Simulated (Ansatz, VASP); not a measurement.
## Two plane-wave programs on BeGa3

Contents of INCAR:

```
  PREC = Accurate
  ENCUT = 600
  EDIFF = 1E-6
  ISMEAR = 0
  SIGMA = 0.1
  LREAL = False
  LASPH = True
  NELM = 120
  ALGO = Normal
  ISIF = 2
  LWAVE = False
  LCHARG = False
  GGA = PE
  NBANDS = 28
  GGA_COMPAT = False
```

File KPOINTS:

```
regular mesh
0
Gamma
  2 2 2
```

Contents of POSCAR:

```
BeGa3
1.0
   -2.0436200000      2.0436200000      3.7906850000
    2.0436200000     -2.0436200000      3.7906850000
    2.0436200000      2.0436200000     -3.7906850000
Be Ga
1 3
Direct
    0.0000000000      0.0000000000      0.0000000000
    0.7500000000      0.2500000000      0.5000000000
    0.2500000000      0.7500000000      0.5000000000
    0.5000000000      0.5000000000      0.0000000000
```

Input for Ansatz:

```yaml
crystal:
  lattice:
    - [-2.04362, 2.04362, 3.790685]
    - [2.04362, -2.04362, 3.790685]
    - [2.04362, 2.04362, -3.790685]
  atoms:
    - { symbol: Be, position: [0.0, 0.0, 0.0] }
    - { symbol: Ga, position: [0.75, 0.25, 0.5] }
    - { symbol: Ga, position: [0.25, 0.75, 0.5] }
    - { symbol: Ga, position: [0.5, 0.5, 0.0] }
basis:
  ecutwfc: 420
  ecutrho_ratio: 4
kpoints:
  mp_grid: { grid: [2, 2, 2] }
hamiltonian:
  xc: pbe
scf:
  occupations: { method: gaussian, width: 0.1 }
  n_extra_bands: 5
output:
  forces: true
  stress: true
  eigenvalues: true
```

Alike in both runs: task single point; functional PBE; k mesh 2 × 2 × 2; occupations gaussian, width 0.1 eV; no spin polarisation.

|  | VASP | Ansatz |
| --- | --- | --- |
| version | VASP 6.6.1 | Ansatz 0.2.0 |
| potentials or method | VASP PAW PBE potentials, release 64 (Be, Ga_d), cutoff 600 eV | scalar-relativistic, plane waves, PAW |
| valence electrons in the cell | 41 | 41 |

|  | VASP | Ansatz | Ansatz less VASP |
| --- | --- | --- | --- |
| gap on the k mesh at the Fermi level (eV) | none | none | - |
| pressure (GPa) | 3.5 | 3.4 | -0.06 |
| traceless stress, the component that is largest in VASP (GPa) | 14.35 | 14.34 | -0.015 |

A gap of «none» marks a metal or a gap that the smearing closes.

The k mesh is coarse, so the values compare programs but aren't converged.
